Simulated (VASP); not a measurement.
# Si3Ag in VASP: notebook, part 2 of 3

VASP 6.6.1. The steps go on from the part before.

## Step 4: Single point, PBE

This run uses another cell than the first one: it holds 8 atoms, not 4.

INCAR

```
PREC = Accurate ; ENCUT = 520
EDIFF = 1E-6 ; ISMEAR = 0
SIGMA = 0.2 ; LREAL = F
LASPH = T ; NELM = 80
ALGO = Normal ; ISIF = 2
LWAVE = F ; LCHARG = T
GGA = PE ; LELF = T
LVHAR = T ; NBANDS = 33
```

KPOINTS

```
Automatic mesh
0
Gamma
  6 6 4
```

POSCAR

```
Si3Ag
1.0
   -2.5742973460      2.5742973460      2.5742973460
    2.5742973460     -2.5742973460      2.5742973460
    5.1485946920      5.1485946920      0.0000000000
Si Ag
6 2
Direct
    0.7500000000      0.2500000000      0.2500000000
    0.2500000000      0.7500000000      0.7500000000
    0.2500000000      0.7500000000      0.2500000000
    0.7500000000      0.2500000000      0.7500000000
    1.0000000000      0.0000000000      0.5000000000
    0.5000000000      0.5000000000      0.0000000000
    1.0000000000      0.0000000000      0.0000000000
    0.5000000000      0.5000000000      0.5000000000
```

Potentials or basis: VASP PAW PBE potentials, release 64 (Si, Ag).

Run with:

```bash
$ cat potpaw_PBE.64/Si/POTCAR potpaw_PBE.64/Ag/POTCAR > POTCAR
$ mpirun -np 1 vasp_std > vasp.out
```

OUTCAR:

```text
PREC = Accurate
   ENCUT = 520
   EDIFF = 1E-6
   ISMEAR = 0
   LREAL = F
   LASPH = T
   NELM = 80
   ISIF = 2
   GGA = PE

 ion  position               nearest neighbor table
   1  0.750  0.250  0.250-   3 2.57   5 2.57   6 2.57   7 2.57   8 2.57   3 2.57
   2  0.250  0.750  0.750-   4 2.57   5 2.57   6 2.57   7 2.57   8 2.57   4 2.57
   3  0.250  0.750  0.250-   1 2.57   5 2.57   6 2.57   7 2.57   8 2.57   1 2.57
   4  0.750  0.250  0.750-   2 2.57   5 2.57   6 2.57   7 2.57   8 2.57   2 2.57
   5  0.000  0.000  0.500-   1 2.57   2 2.57   3 2.57   4 2.57   8 2.57   8 2.57
   6  0.500  0.500  0.000-   1 2.57   2 2.57   3 2.57   4 2.57   7 2.57   7 2.57
   7  0.000  0.000  0.000-   1 2.57   2 2.57   3 2.57   4 2.57   6 2.57   6 2.57
   8  0.500  0.500  0.500-   1 2.57   2 2.57   3 2.57   4 2.57   5 2.57   5 2.57

  LATTYP: Found a base centered orthorhombic cell.
 ALAT       =     5.1485946920
 B/A-ratio  =     1.4142135624
 C/A-ratio  =     1.4142135624

  Lattice vectors:

 A1 = (  -2.5742973460,   2.5742973460,   2.5742973460)
 A2 = (   2.5742973460,  -2.5742973460,   2.5742973460)
 A3 = (   5.1485946920,   5.1485946920,   0.0000000000)

[... 198 lines left out ...]

 E-fermi :   7.8626     XC(G=0): -10.8556

 val. band max:        7.8297514248   @ k =   0.5000   0.0000   0.2500
 cond. band min:       7.9035550776   @ k =   0.1667  -0.0000   0.5000
 fundamental gap:      0.0738036528
 Fermi energy:         7.8625621121

 k-point     1 :       0.0000    0.0000    0.0000
  band No.  band energies     occupation
      1      -4.0865      2.00000
      2      -1.8525      2.00000
      3      -1.3115      2.00000
      4       1.4008      2.00000
      5       1.4124      2.00000
      6       1.8529      2.00000
[... 853 lines left out ...]
     32      14.5334      0.00000
     33      14.8475      0.00000

 [... further k-points ...]
[... 5 lines left out ...]
  --------------------------------------------------------------------------------------
  -------------------------------------------------------------------------------------
  Total       -0.3054787     -0.3054787      0.4172037     -0.0697126     -0.0000000      0.0000000
  in kB       -3.5861246     -3.5861246      4.8977053     -0.8183819     -0.0000000      0.0000000
  external PRESSURE =      -0.7581813 kB  Pullay stress =       0.0000000 kB

 VOLUME and BASIS-vectors are now :
 -----------------------------------------------------------------------------
  energy-cutoff  :      520.00
  volume of cell :      136.48
      direct lattice vectors                 reciprocal lattice vectors
    -2.574297346  2.574297346  2.574297346    -0.097113879  0.097113879  0.194227757
     2.574297346 -2.574297346  2.574297346     0.097113879 -0.097113879  0.194227757
     5.148594692  5.148594692  0.000000000     0.097113879  0.097113879  0.000000000

 POSITION                                       TOTAL-FORCE (eV/Angst)
 -----------------------------------------------------------------------------------
      0.00000      2.57430      2.57430         0.000000      0.000000      0.000000
      5.14859      2.57430      2.57430        -0.000000     -0.000000      0.000000
      2.57430      0.00000      2.57430         0.000000      0.000000     -0.000000
      2.57430      5.14859      2.57430        -0.000000      0.000000      0.000000
      2.57430      2.57430      0.00000         0.000000      0.000000     -0.000000
      0.00000      0.00000      2.57430         0.000000      0.000000      0.000000
      0.00000      0.00000      0.00000        -0.000000     -0.000000     -0.000000
      2.57430      2.57430      2.57430        -0.000000     -0.000000      0.000000
 -----------------------------------------------------------------------------------
    total drift:                               -0.000000      0.000000      0.000000

  FREE ENERGIE OF THE ION-ELECTRON SYSTEM (eV)
  ---------------------------------------------------
  free  energy   TOTEN  =       -34.7625982759 eV

  energy  without entropy=      -34.7001471093  energy(sigma->0) =      -34.73137269
```

Wall time 4.7 min (1 thread of Intel Xeon 8259CL, shared host); peak memory 0.33 GiB.

The run converged, but its numbers aren't listed here, since they failed a check.

## Step 5: Single point, PBE

This run uses another cell than the first one: it holds 8 atoms, not 4.

INCAR

```
  ALGO = Normal
  EDIFF = 1E-7
  ENCUT = 520
  GGA = PE
  ISIF = 2
  ISMEAR = 0
  LASPH = True
  LCHARG = False
  LREAL = False
  LWAVE = False
  NBANDS = 33
  NELM = 100
  PREC = Accurate
  SIGMA = 0.2
```

KPOINTS

```
k-points
0
Gamma
  6 6 4
```

POSCAR

```
Si3Ag
1.0
   -2.5642632140      2.5759941702      2.5715251570
    2.5863857443     -2.5733202034      2.5906366239
    5.1337636912      5.1328269271      0.0244518354
Si Ag
6 2
Direct
    0.7486393885      0.2486977749      0.2497752784
    0.2510072144      0.7512010275      0.7497088615
    0.2488383193      0.7484240672      0.2502734623
    0.7517250075      0.2512925870      0.7502906296
    0.9944390386     -0.0047952142      0.4998282892
    0.5046955599      0.5056246786     -0.0002296352
    1.0044671287      0.0038337170      0.0001371079
    0.4961883429      0.4957213620      0.5002160065
```

Potentials or basis: VASP PAW PBE potentials, release 64 (Si, Ag).

Run with:

```bash
$ cat potpaw_PBE.64/Si/POTCAR potpaw_PBE.64/Ag/POTCAR > POTCAR
$ mpirun -np 1 vasp_std > vasp.out
```

OUTCAR:

```text
EDIFF = 1E-7
   ENCUT = 520
   GGA = PE
   ISIF = 2
   ISMEAR = 0
   LASPH = True
   LREAL = False
   NELM = 100
   PREC = Accurate

 ion  position               nearest neighbor table
   1  0.749  0.249  0.250-   5 2.57   7 2.57   8 2.57   6 2.57   3 2.58   3 2.58
   2  0.251  0.751  0.750-   6 2.57   8 2.57   7 2.57   5 2.57   4 2.58   4 2.58
   3  0.249  0.748  0.250-   6 2.57   8 2.57   7 2.57   5 2.57   1 2.58   1 2.58
   4  0.752  0.251  0.750-   7 2.57   5 2.57   8 2.57   6 2.57   2 2.58   2 2.58
   5  0.994  0.995  0.500-   1 2.57   4 2.57   2 2.57   3 2.57   8 2.58   8 2.59
   6  0.505  0.506  1.000-   2 2.57   3 2.57   4 2.57   1 2.57   7 2.58   7 2.59
   7  0.004  0.004  0.000-   4 2.57   3 2.57   1 2.57   2 2.57   6 2.58   6 2.59
   8  0.496  0.496  0.500-   3 2.57   2 2.57   4 2.57   1 2.57   5 2.58   5 2.59

  LATTYP: Found a triclinic cell.
 ALAT       =     5.1622098765
 B/A-ratio  =     0.8625003062
 C/A-ratio  =     1.4063002530
 COS(alpha) =     0.0037338803
 COS(beta)  =     0.0067649545
 COS(gamma) =     0.5753845279

  Lattice vectors:

 A1 = (  -0.0221225303,  -0.0026739668,  -5.1621617809)
 A2 = (   2.5642632140,  -2.5759941702,  -2.5715251570)
 A3 = (  -5.1337636912,  -5.1328269271,  -0.0244518354)

Analysis of symmetry for initial positions (statically):
=====================================================================
 Subroutine PRICEL returns:
 Original cell was already a primitive cell.

 Routine SETGRP: Setting up the symmetry group for a
 triclinic supercell.

 Subroutine GETGRP returns: Found  1 space group operations
 (whereof  1 operations were pure point group operations)
 out of a pool of  2 trial point group operations.

The static configuration has the point symmetry C_1 .

Analysis of symmetry for dynamics (positions and initial velocities):
=====================================================================
 Subroutine PRICEL returns:
[... 141 lines left out ...]
     AMIX_MAG =   1.60;   BMIX_MAG =  1.00
  volume/ion in A,a.u.               =      17.06       115.12
  Fermi-wavevector in a.u.,A,eV,Ry     =   1.139337  2.153035 17.661575  1.298089
  Thomas-Fermi vector in A             =   2.276041
   LORBIT       =      0    0 simple, 1 ext, 2 COOP (PROOUT), +10 PAW based schemes
   GGA     = PE    functional components
   LHFCALC =     F    Hartree Fock is set to
   AEXX    =    0.0000 exact exchange contribution
   IVDW    =     0    specifies the selected vdW correction
   LEPSILON=     F    determine dielectric tensor
   LRPA    =     F    only Hartree local field effects (RPA)
 non-spin polarized calculation
 Gauss-broadening in eV      SIGMA  =   0.20
  energy-cutoff  :      520.00
  volume of cell :      136.47
 maximum number of plane-waves:      3702
 NGX is ok and might be reduce to    36

 number of electron      45.9999995 magnetization

 Free energy of the ion-electron system (eV)
  ---------------------------------------------------
  ext. energy  EPLUGINS =         0.00000000
  ---------------------------------------------------
  free energy    TOTEN  =       -34.76311187 eV

  energy without entropy =      -34.70241225  energy(sigma->0) =      -34.73276206

 E-fermi :   7.8692     XC(G=0): -10.8561

 val. band max:        7.8648909631   @ k =   0.0000   0.5000   0.2500
 cond. band min:       7.8865674092   @ k =   0.5000   0.3333  -0.0000
 fundamental gap:      0.0216764461
 Fermi energy:         7.8691570771

 k-point     1 :       0.0000    0.0000    0.0000
  band No.  band energies     occupation
      1      -4.0861      2.00000
      2      -1.8329      2.00000
      3      -1.3005      2.00000
      4       1.3942      2.00000
      5       1.4226      2.00000
      6       1.8435      2.00000
[... 853 lines left out ...]
     32      12.7074      0.00000
     33      14.1461      0.00000

 [... further k-points ...]
[... 5 lines left out ...]
  --------------------------------------------------------------------------------------
  -------------------------------------------------------------------------------------
  Total       -0.0957047     -0.0481600     -0.0305688     -0.0016568      0.0916693     -0.1062029
  in kB       -1.1236167     -0.5654200     -0.3588913     -0.0194514      1.0762398     -1.2468703
  external PRESSURE =      -0.6826427 kB  Pullay stress =       0.0000000 kB

 VOLUME and BASIS-vectors are now :
 -----------------------------------------------------------------------------
  energy-cutoff  :      520.00
  volume of cell :      136.47
      direct lattice vectors                 reciprocal lattice vectors
    -2.564263214  2.575994170  2.571525157    -0.097901154  0.096994428  0.194086606
     2.586385744 -2.573320203  2.590636624     0.096259679 -0.097198355  0.193355117
     5.133763691  5.132826927  0.024451835     0.097392681  0.097416187 -0.000467839

 POSITION                                       TOTAL-FORCE (eV/Angst)
 -----------------------------------------------------------------------------------
      0.00581      2.57056      2.57554         0.002425     -0.004633      0.000572
      5.14808      2.56164      2.60989         0.001589     -0.001751      0.005230
      2.58247     -0.00032      2.58491         0.001207      0.000346      0.001279
      2.57413      5.14089      2.60243         0.001451     -0.000142     -0.006267
      2.58998      2.56622      5.14766        -0.003227      0.004434      0.011831
      5.14615      5.13061      2.63217        -0.001016      0.007814     -0.008351
     -0.00084      0.00235      0.02142         0.000408     -0.002523      0.000792
      2.57776      2.57005      2.57243        -0.002837     -0.003545     -0.005086
 -----------------------------------------------------------------------------------
    total drift:                                0.000027      0.000028      0.000004

  FREE ENERGIE OF THE ION-ELECTRON SYSTEM (eV)
  ---------------------------------------------------
  free  energy   TOTEN  =       -34.7631118706 eV

  energy  without entropy=      -34.7024122518  energy(sigma->0) =      -34.73276206
```

OSZICAR:

```text
N       E                     dE             d eps       ncg     rms          rms(c)
DAV:   1     0.181203291864E+03    0.18120E+03   -0.19838E+04  5024   0.123E+03
DAV:   2    -0.288024184963E+02   -0.21001E+03   -0.19779E+03  5650   0.233E+02
DAV:   3    -0.373479916392E+02   -0.85456E+01   -0.83217E+01  6214   0.427E+01
DAV:   4    -0.374528449938E+02   -0.10485E+00   -0.10471E+00  5767   0.533E+00
DAV:   5    -0.374541808509E+02   -0.13359E-02   -0.13354E-02  6246   0.597E-01    0.127E+01
DAV:   6    -0.350683255995E+02    0.23859E+01   -0.18440E+01  5663   0.397E+01    0.114E+01
DAV:   7    -0.348141801275E+02    0.25415E+00   -0.20871E+00  5618   0.126E+01    0.512E+00
DAV:   8    -0.347788645626E+02    0.35316E-01   -0.41519E-01  5805   0.500E+00    0.120E+00
DAV:   9    -0.347629718834E+02    0.15893E-01   -0.69485E-02  5873   0.259E+00    0.349E-01
DAV:  10    -0.347630869020E+02   -0.11502E-03   -0.44708E-03  6015   0.325E-01    0.217E-01
DAV:  11    -0.347631948091E+02   -0.10791E-03   -0.24458E-04  5786   0.108E-01    0.121E-01
DAV:  12    -0.347631128659E+02    0.81943E-04   -0.25033E-04  5882   0.157E-01    0.141E-02
DAV:  13    -0.347631150977E+02   -0.22318E-05   -0.32057E-05  5998   0.267E-02    0.954E-03
DAV:  14    -0.347631119114E+02    0.31863E-05   -0.50475E-06  5723   0.209E-02    0.302E-03
DAV:  15    -0.347631116528E+02    0.25859E-06   -0.87858E-07  5914   0.531E-03    0.158E-03
DAV:  16    -0.347631118228E+02   -0.16999E-06   -0.70008E-08  3357   0.206E-03    0.509E-04
DAV:  17    -0.347631118706E+02   -0.47842E-07   -0.73022E-09  3219   0.518E-04
   1 F= -.34763112E+02 E0= -.34732762E+02  d E =-.606996E-01
```

stdout:

```text
POSCAR found type information on POSCAR SiAg
 POSCAR found :  2 types and       8 ions
 scaLAPACK will be used
 LDA part: xc-table for (Slater+PW92), standard interpolation
 POSCAR, INCAR and KPOINTS ok, starting setup
 FFT: planning ... GRIDC
 FFT: planning ... GRID_SOFT
 FFT: planning ... GRID
 WAVECAR not read
 entering main loop
```

Wall time 6.7 min (1 thread of Intel Xeon 8259CL, shared host); peak memory 0.43 GiB.

What came out:

| Quantity | Value |
| --- | --- |
| Free energy | -34.7631 eV |
| Pressure | -0.1 GPa |
| Largest force | 0.013 eV/Å |
| Band gap on the k mesh | zero (bands 23 and 24 overlap by 2.44 eV) |

Forces in eV/Å, atoms in the order of the input:
```
Si   0.002 -0.005  0.001
Si   0.002 -0.002  0.005
Si   0.001  0.000  0.001
Si   0.001  0.000 -0.006
Si  -0.003  0.004  0.012
Si  -0.001  0.008 -0.008
Ag   0.000 -0.003  0.001
Ag  -0.003 -0.004 -0.005
```

[end of part 2 of 3]
